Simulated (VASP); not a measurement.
# Ag (Im-3m) in VASP: further runs, part 2 of 2

VASP 6.6.1. The steps go on from the part before.

## 4. Single point, RPBE (volume scaled by 0.92)

INCAR reads:

```
  ALGO = Normal
  EDIFF = 1E-6
  ENCUT = 520
  GGA = RP
  ISIF = 2
  ISMEAR = -1
  LASPH = T
  LCHARG = T
  LELF = T
  LREAL = F
  LVHAR = T
  LWAVE = F
  NBANDS = 12
  NELM = 80
  PREC = Accurate
  SIGMA = 0.1
```

KPOINTS reads:

```
k-points
0
Gamma
  15 15 15
```

POSCAR reads:

```
Ag
1.0
   -1.6320477232      1.6320477232      1.6320477232
    1.6320477232     -1.6320477232      1.6320477232
    1.6320477232      1.6320477232     -1.6320477232
Ag
1
Direct
    0.0000000000      0.0000000000      0.0000000000
```

Potentials or basis: VASP PAW PBE potentials, release 64 (Ag).

Command:

```
$ cat potpaw_PBE.64/Ag/POTCAR > POTCAR
$ mpirun -np 1 vasp_std > vasp.out
```

OUTCAR:

```text
EDIFF = 1E-6
   ENCUT = 520
   GGA = RP
   ISIF = 2
   ISMEAR = -1
   LASPH = T
   LREAL = F
   NELM = 80
   PREC = Accurate

 ion  position               nearest neighbor table
   1  0.000  0.000  0.000-

  LATTYP: Found a body centered cubic cell.
 ALAT       =     3.2640954464

  Lattice vectors:

 A1 = (  -1.6320477232,   1.6320477232,   1.6320477232)
 A2 = (   1.6320477232,  -1.6320477232,   1.6320477232)
 A3 = (   1.6320477232,   1.6320477232,  -1.6320477232)

Analysis of symmetry for initial positions (statically):
=====================================================================
 Subroutine PRICEL returns:
 Original cell was already a primitive cell.

 Routine SETGRP: Setting up the symmetry group for a
 body centered cubic supercell.

 Subroutine GETGRP returns: Found 48 space group operations
 (whereof 48 operations were pure point group operations)
 out of a pool of 48 trial point group operations.

The static configuration has the point symmetry O_h .

Analysis of symmetry for dynamics (positions and initial velocities):
=====================================================================
 Subroutine PRICEL returns:
 Original cell was already a primitive cell.

 Routine SETGRP: Setting up the symmetry group for a
 body centered cubic supercell.

 Subroutine GETGRP returns: Found 48 space group operations
 (whereof 48 operations were pure point group operations)
 out of a pool of 48 trial point group operations.

The dynamic configuration has the point symmetry O_h .

 Subroutine INISYM returns: Found 48 space group operations
 (whereof 48 operations are pure point group operations),
 and found     1 'primitive' translations

----------------------------------------------------------------------------------------

[... 113 lines left out ...]
  Thomas-Fermi vector in A             =   2.527825
   LORBIT       =      0    0 simple, 1 ext, 2 COOP (PROOUT), +10 PAW based schemes
   GGA     = RP    functional components
   LHFCALC =     F    Hartree Fock is set to
   AEXX    =    0.0000 exact exchange contribution
   IVDW    =     0    specifies the selected vdW correction
   LEPSILON=     F    determine dielectric tensor
   LRPA    =     F    only Hartree local field effects (RPA)
 non-spin polarized calculation
  energy-cutoff  :      520.00
  volume of cell :       17.39
 maximum number of plane-waves:       478
 NGX is ok and might be reduce to    24
   NGX = 11   NGY = 11   NGZ = 11

 number of electron      11.0000003 magnetization

 Free energy of the ion-electron system (eV)
  ---------------------------------------------------
  ext. energy  EPLUGINS =         0.00000000
  ---------------------------------------------------
  free energy    TOTEN  =        -2.15014819 eV

  energy without entropy =       -2.14107549  energy(sigma->0) =       -2.14561184

 E-fermi :   8.3445     XC(G=0): -11.9586

 val. band max:        8.3120866148   @ k =  -0.4000   0.4667   0.0667
 cond. band min:       8.3941051151   @ k =  -0.3333   0.4000   0.2000
 fundamental gap:      0.0820185003
 Fermi energy:         8.3445034125

 k-point     1 :       0.0000    0.0000    0.0000
  band No.  band energies     occupation
      1       0.7188      2.00000
      2       3.4352      2.00000
      3       3.4352      2.00000
      4       3.4352      2.00000
      5       4.7182      2.00000
      6       4.7182      2.00000
      7      26.2096      0.00000
      8      26.2096      0.00000
      9      26.2096      0.00000
     10      32.3285      0.00000
     11      32.3286      0.00000
     12      32.3289      0.00000
[... 331 lines left out ...]
 k-point    24 :       0.4000    0.2000    0.0000
  band No.  band energies     occupation
      1       2.4472      2.00000
      2       2.9121      2.00000
      3       4.1156      2.00000
      4       4.6612      2.00000
      5       5.1019      2.00000
      6      10.5089      0.00000
      7      12.6327      0.00000
      8      17.3923      0.00000
      9      22.3893      0.00000
     10      28.6755      0.00000
     11      31.1536      0.00000
     12      34.3090      0.00000

 [... further k-points ...]

------------------------ aborting loop because EDIFF is reached ----------------------------------------

  FORCE on cell =-STRESS in cart. coord.  units (eV):
  Direction    XX          YY          ZZ          XY          YZ          ZX
  --------------------------------------------------------------------------------------
  -------------------------------------------------------------------------------------
  Total        0.7726132      0.7726132      0.7726132     -0.0000000     -0.0000000     -0.0000000
  in kB       71.1892109     71.1892109     71.1892109     -0.0000000     -0.0000000     -0.0000000
  external PRESSURE =      71.1892109 kB  Pullay stress =       0.0000000 kB

 VOLUME and BASIS-vectors are now :
 -----------------------------------------------------------------------------
  energy-cutoff  :      520.00
  volume of cell :       17.39
      direct lattice vectors                 reciprocal lattice vectors
    -1.632047723  1.632047723  1.632047723     0.000000000  0.306363590  0.306363590
     1.632047723 -1.632047723  1.632047723     0.306363590  0.000000000  0.306363590
     1.632047723  1.632047723 -1.632047723     0.306363590  0.306363590  0.000000000

 POSITION                                       TOTAL-FORCE (eV/Angst)
 -----------------------------------------------------------------------------------
      0.00000      0.00000      0.00000         0.000000      0.000000     -0.000000
 -----------------------------------------------------------------------------------
    total drift:                                0.000000      0.000000      0.000000

  FREE ENERGIE OF THE ION-ELECTRON SYSTEM (eV)
  ---------------------------------------------------
  free  energy   TOTEN  =        -2.1501481889 eV

  energy  without entropy=       -2.1410754938  energy(sigma->0) =       -2.14561184
```

OSZICAR:

```text
N       E                     dE             d eps       ncg     rms          rms(c)
DAV:   1     0.527345673256E+02    0.52735E+02   -0.55253E+03  2904   0.828E+02
DAV:   2    -0.156830915240E+01   -0.54303E+02   -0.51721E+02  3328   0.194E+02
DAV:   3    -0.234237487403E+01   -0.77407E+00   -0.77364E+00  3348   0.246E+01
DAV:   4    -0.234478227991E+01   -0.24074E-02   -0.24073E-02  3280   0.143E+00
DAV:   5    -0.234480193549E+01   -0.19656E-04   -0.19655E-04  3332   0.117E-01    0.481E+00
DAV:   6    -0.215818656638E+01    0.18662E+00   -0.71751E-01  3188   0.764E+00    0.328E+00
DAV:   7    -0.215199610290E+01    0.61905E-02   -0.97568E-03  3268   0.937E-01    0.184E+00
DAV:   8    -0.215012926956E+01    0.18668E-02   -0.98677E-04  3160   0.261E-01    0.846E-02
DAV:   9    -0.215013907472E+01   -0.98052E-05   -0.11456E-05  3196   0.273E-02    0.281E-02
DAV:  10    -0.215014879434E+01   -0.97196E-05   -0.86441E-06  3196   0.301E-02    0.667E-03
DAV:  11    -0.215014818893E+01    0.60541E-06   -0.14616E-07  1792   0.344E-03
   1 F= -.21501482E+01 E0= -.21456118E+01  d E =-.907270E-02
```

stdout:

```text
POSCAR found type information on POSCAR Ag
 POSCAR found :  1 types and       1 ions
 scaLAPACK will be used
 -----------------------------------------------------------------------------
|                                                                             |
|                                                                             |
|     You enforced a specific xc type in the INCAR file but a different       |
|     I HOPE YOU KNOW WHAT YOU ARE DOING!                                     |
|                                                                             |
 -----------------------------------------------------------------------------

 LDA part: xc-table for (Slater+PW92), standard interpolation
 POSCAR, INCAR and KPOINTS ok, starting setup
 FFT: planning ... GRIDC
 FFT: planning ... GRID_SOFT
 FFT: planning ... GRID
 WAVECAR not read
 entering main loop
```

Wall time 18 s (1 thread of Intel Xeon 8259CL, shared host); peak memory 0.15 GiB.

What came out:

- Free energy: -2.1501 eV
- Pressure: 7.1 GPa

Caveat: the PAW data sets were made with another functional, which shifts forces and pressure a little.

## 5. Single point, RPBE (volume scaled by 0.96)

INCAR reads:

```
SYSTEM = Ag
ALGO = Normal
EDIFF = 1E-6
ENCUT = 520
GGA = RP
ISIF = 2
ISMEAR = -1
LASPH = .TRUE.
LCHARG = .TRUE.
LELF = .TRUE.
LREAL = .FALSE.
LVHAR = .TRUE.
LWAVE = .FALSE.
NBANDS = 12
NELM = 60
PREC = Accurate
SIGMA = 0.1
```

KPOINTS reads:

```
k-points
0
G
  15 15 15
  0 0 0
```

POSCAR reads:

```
Ag
1.0
   -1.6553658411      1.6553658411      1.6553658411
    1.6553658411     -1.6553658411      1.6553658411
    1.6553658411      1.6553658411     -1.6553658411
Ag
1
Direct
    0.0000000000      0.0000000000      0.0000000000
```

Potentials or basis: VASP PAW PBE potentials, release 64 (Ag).

Command:

```
$ cat potpaw_PBE.64/Ag/POTCAR > POTCAR
$ mpirun -np 1 vasp_std > vasp.out
```

OUTCAR:

```text
SYSTEM = Ag
   EDIFF = 1E-6
   ENCUT = 520
   GGA = RP
   ISIF = 2
   ISMEAR = -1
   LASPH = .TRUE.
   LREAL = .FALSE.
   NELM = 60
   PREC = Accurate

 ion  position               nearest neighbor table
   1  0.000  0.000  0.000-

  LATTYP: Found a body centered cubic cell.
 ALAT       =     3.3107316822

  Lattice vectors:

 A1 = (  -1.6553658411,   1.6553658411,   1.6553658411)
 A2 = (   1.6553658411,  -1.6553658411,   1.6553658411)
 A3 = (   1.6553658411,   1.6553658411,  -1.6553658411)

Analysis of symmetry for initial positions (statically):
=====================================================================
 Subroutine PRICEL returns:
 Original cell was already a primitive cell.

 Routine SETGRP: Setting up the symmetry group for a
 body centered cubic supercell.

 Subroutine GETGRP returns: Found 48 space group operations
 (whereof 48 operations were pure point group operations)
 out of a pool of 48 trial point group operations.

The static configuration has the point symmetry O_h .

Analysis of symmetry for dynamics (positions and initial velocities):
=====================================================================
 Subroutine PRICEL returns:
 Original cell was already a primitive cell.

 Routine SETGRP: Setting up the symmetry group for a
 body centered cubic supercell.

 Subroutine GETGRP returns: Found 48 space group operations
 (whereof 48 operations were pure point group operations)
 out of a pool of 48 trial point group operations.

The dynamic configuration has the point symmetry O_h .

 Subroutine INISYM returns: Found 48 space group operations
 (whereof 48 operations are pure point group operations),
 and found     1 'primitive' translations

----------------------------------------------------------------------------------------

                                     Primitive cell

  volume of cell :      18.1444

  direct lattice vectors                    reciprocal lattice vectors
    -1.655365841  1.655365841  1.655365841     0.000000000  0.302048035  0.302048035
     1.655365841 -1.655365841  1.655365841     0.302048035  0.000000000  0.302048035
     1.655365841  1.655365841 -1.655365841     0.302048035  0.302048035  0.000000000

  length of vectors
     2.867177742  2.867177742  2.867177742     0.427160428  0.427160428  0.427160428

  position of ions in fractional coordinates (direct lattice)
     0.000000000  0.000000000  0.000000000

  ion indices of the primitive-cell ions
   primitive index   ion index
                 1           1

----------------------------------------------------------------------------------------

 KPOINTS: k-points

Automatic generation of k-mesh.
 Grid dimensions read from file:
 generate k-points for:   15   15   15

 Generating k-lattice:

  Cartesian coordinates                     Fractional coordinates (reciprocal lattice)
     0.000000000  0.020136536  0.020136536     0.066666667  0.000000000  0.000000000
     0.020136536  0.000000000  0.020136536     0.000000000  0.066666667  0.000000000
     0.020136536  0.020136536  0.000000000     0.000000000  0.000000000  0.066666667

  Length of vectors
     0.028477362  0.028477362  0.028477362

  Shift w.r.t. Gamma in fractional coordinates (k-lattice)
     0.000000000  0.000000000  0.000000000

 Subroutine IBZKPT returns following result:
 ===========================================

 Found    120 irreducible k-points:

 Following reciprocal coordinates:
            Coordinates               Weight
  0.000000  0.000000  0.000000      1.000000
  0.066667  0.000000  0.000000     12.000000
  0.133333  0.000000  0.000000     12.000000
  0.200000  0.000000  0.000000     12.000000
  0.266667  0.000000  0.000000     12.000000
  0.333333  0.000000  0.000000     12.000000
[... 16 lines left out ...]
  0.333333  0.200000  0.000000     48.000000
  0.400000  0.200000  0.000000     24.000000
 [... further k-points ...]
   k-points           NKPTS =    120   k-points in BZ     NKDIM =    120   number of bands    NBANDS=     12
   number of dos      NEDOS =    301   number of ions     NIONS =      1
   total plane-waves  NPLWV =  13824
   dimension x,y,z NGX =    24 NGY =   24 NGZ =   24
   dimension x,y,z NGXF=    48 NGYF=   48 NGZF=   48
   ions per type =               1
   NGX,Y,Z   is equivalent  to a cutoff of  13.92, 13.92, 13.92 a.u.
   NGXF,Y,Z  is equivalent  to a cutoff of  27.83, 27.83, 27.83 a.u.
 SYSTEM =  Ag
   PREC   = accura    normal or accurate (medium, high low for compatibility)
   ISTART =      0    job   : 0-new  1-cont  2-samecut
   ICHARG =      2    charge: 1-file 2-atom 10-const
   ISPIN  =      1    spin polarized calculation?
   LNONCOLLINEAR =      F non collinear calculations
   LSORBIT =      F    spin-orbit coupling
   LASPH  =      T    aspherical Exc in radial PAW
   ENCUT  =  520.0 eV  38.22 Ry    6.18 a.u.   5.33  5.33  5.33*2*pi/ulx,y,z
   NELM   =     60;   NELMIN=  2; NELMDL= -5     # of ELM steps
   EDIFF  = 0.1E-05   stopping-criterion for ELM
   LREAL  =      F    real-space projection
   EDIFFG = 0.1E-04   stopping-criterion for IOM
   NSW    =      0    number of steps for IOM
   IBRION =     -1    ionic relax: 0-MD 1-quasi-New 2-CG
   NFREE  =      0    steps in history (QN), initial steepest desc. (CG)
   ISIF   =      2    stress and relaxation
   ISYM   =      2    0-nonsym 1-usesym 2-fastsym
   POTIM  = 0.5000    time-step for ionic-motion
   TEBEG  =    0.0;   TEEND  =   0.0 temperature during run
   PSTRESS=    0.0 pullay stress
   NELECT =      11.0000    total number of electrons
   NUPDOWN=      -1.0000    fix difference up-down
   EMIN   =  10.00;   EMAX   =-10.00  energy-range for DOS
   EFERMI =   0.00;   METHOD = LEGACY
   ISMEAR =    -1;   SIGMA  =   0.10  broadening in eV -4-tet -1-fermi 0-gaus
   EFERMI_NEDOS =   21; number of points for ismear=-14 and -15
   IALGO  =     38    algorithm
   IMIX   =      4    mixing-type and parameters
     AMIX     =   0.40;   BMIX     =  1.00
     AMIX_MAG =   1.60;   BMIX_MAG =  1.00
  volume/ion in A,a.u.               =      18.14       122.44
  Fermi-wavevector in a.u.,A,eV,Ry     =   1.385559  2.618327 26.120113  1.919774
  Thomas-Fermi vector in A             =   2.509958
   LORBIT       =      0    0 simple, 1 ext, 2 COOP (PROOUT), +10 PAW based schemes
   GGA     = RP    functional components
   LHFCALC =     F    Hartree Fock is set to
   AEXX    =    0.0000 exact exchange contribution
   IVDW    =     0    specifies the selected vdW correction
   LEPSILON=     F    determine dielectric tensor
   LRPA    =     F    only Hartree local field effects (RPA)
 non-spin polarized calculation
  energy-cutoff  :      520.00
  volume of cell :       18.14
 maximum number of plane-waves:       497
 NGX is ok and might be reduce to    24
   NGX = 11   NGY = 11   NGZ = 11

 number of electron      11.0000002 magnetization

 Free energy of the ion-electron system (eV)
  ---------------------------------------------------
  ext. energy  EPLUGINS =         0.00000000
  ---------------------------------------------------
  free energy    TOTEN  =        -2.17371639 eV

  energy without entropy =       -2.16470658  energy(sigma->0) =       -2.16921148

 E-fermi :   7.7883     XC(G=0): -11.7035

 val. band max:        7.7742739151   @ k =  -0.4000   0.4667   0.0667
 cond. band min:       7.8159550720   @ k =  -0.3333   0.4000   0.2000
 fundamental gap:      0.0416811569
 Fermi energy:         7.7882614157

 k-point     1 :       0.0000    0.0000    0.0000
  band No.  band energies     occupation
      1       0.4599      2.00000
      2       3.0239      2.00000
      3       3.0239      2.00000
      4       3.0239      2.00000
      5       4.2189      2.00000
      6       4.2189      2.00000
      7      25.4866      0.00000
      8      25.4866      0.00000
      9      25.4866      0.00000
     10      30.9537      0.00000
     11      30.9537      0.00000
     12      30.9537      0.00000
[... 331 lines left out ...]
 k-point    24 :       0.4000    0.2000    0.0000
  band No.  band energies     occupation
      1       2.1125      2.00000
      2       2.5458      2.00000
      3       3.6743      2.00000
      4       4.1650      2.00000
      5       4.5763      2.00000
      6       9.9130      0.00000
      7      11.8479      0.00000
      8      16.5806      0.00000
      9      21.5022      0.00000
     10      27.6864      0.00000
     11      30.2127      0.00000
     12      33.1159      0.00000

 [... further k-points ...]

------------------------ aborting loop because EDIFF is reached ----------------------------------------

  FORCE on cell =-STRESS in cart. coord.  units (eV):
  Direction    XX          YY          ZZ          XY          YZ          ZX
  --------------------------------------------------------------------------------------
  -------------------------------------------------------------------------------------
  Total        0.3265611      0.3265611      0.3265611      0.0000000      0.0000000      0.0000000
  in kB       28.8358730     28.8358730     28.8358730      0.0000000      0.0000000      0.0000000
  external PRESSURE =      28.8358730 kB  Pullay stress =       0.0000000 kB

 VOLUME and BASIS-vectors are now :
 -----------------------------------------------------------------------------
  energy-cutoff  :      520.00
  volume of cell :       18.14
      direct lattice vectors                 reciprocal lattice vectors
    -1.655365841  1.655365841  1.655365841     0.000000000  0.302048035  0.302048035
     1.655365841 -1.655365841  1.655365841     0.302048035  0.000000000  0.302048035
     1.655365841  1.655365841 -1.655365841     0.302048035  0.302048035  0.000000000

 POSITION                                       TOTAL-FORCE (eV/Angst)
 -----------------------------------------------------------------------------------
      0.00000      0.00000      0.00000        -0.000000     -0.000000     -0.000000
 -----------------------------------------------------------------------------------
    total drift:                                0.000000      0.000000     -0.000000

  FREE ENERGIE OF THE ION-ELECTRON SYSTEM (eV)
  ---------------------------------------------------
  free  energy   TOTEN  =        -2.1737163859 eV

  energy  without entropy=       -2.1647065825  energy(sigma->0) =       -2.16921148
```

OSZICAR:

```text
N       E                     dE             d eps       ncg     rms          rms(c)
DAV:   1     0.525689095304E+02    0.52569E+02   -0.54688E+03  2904   0.822E+02
DAV:   2    -0.151206577682E+01   -0.54081E+02   -0.51065E+02  3312   0.192E+02
DAV:   3    -0.235185965132E+01   -0.83979E+00   -0.83930E+00  3348   0.254E+01
DAV:   4    -0.235444463889E+01   -0.25850E-02   -0.25849E-02  3256   0.147E+00
DAV:   5    -0.235446563893E+01   -0.21000E-04   -0.21000E-04  3328   0.120E-01    0.428E+00
DAV:   6    -0.217976282130E+01    0.17470E+00   -0.69712E-01  3180   0.747E+00    0.299E+00
DAV:   7    -0.217512054707E+01    0.46423E-02   -0.77150E-03  3228   0.841E-01    0.171E+00
DAV:   8    -0.217369502508E+01    0.14255E-02   -0.10589E-03  3180   0.281E-01    0.763E-02
DAV:   9    -0.217370709426E+01   -0.12069E-04   -0.12521E-05  3200   0.284E-02    0.283E-02
DAV:  10    -0.217371688585E+01   -0.97916E-05   -0.92533E-06  3164   0.310E-02    0.551E-03
DAV:  11    -0.217371638587E+01    0.49998E-06   -0.13828E-07  1824   0.336E-03
   1 F= -.21737164E+01 E0= -.21692115E+01  d E =-.900980E-02
```

It took 22 s on 1 thread of Intel Xeon 8259CL, shared host; peak memory 0.16 GiB.

Results:

* Free energy: -2.1737 eV
* Pressure: 2.9 GPa

Caveat: the PAW data sets were made with another functional, which shifts forces and pressure a little.

## 6. The runs side by side

| cell | k mesh | gap on the mesh (eV) | pressure (GPa) |
| --- | --- | --- | --- |
| a = 2.906 Å, angles 109.5°, 1 atom | 14 × 14 × 14 | none | -0.1 |
| a = 2.785 Å, angles 109.5°, 1 atom | 15 × 15 × 15 | none | 12.7 |
| a = 2.827 Å, angles 109.5°, 1 atom | 15 × 15 × 15 | none | 7.1 |
| a = 2.867 Å, angles 109.5°, 1 atom | 15 × 15 × 15 | none | 2.9 |

Alike in all rows: task single point; level RPBE; potentials or basis VASP PAW PBE potentials, release 64 (Ag); no spin polarisation; cutoff (eV) 520; smearing fermi-dirac 0.1 eV.

Caveats: the PAW data sets were made with another functional, which shifts forces and pressure a little.

Absolute energies hang on the potentials; compare differences alone.
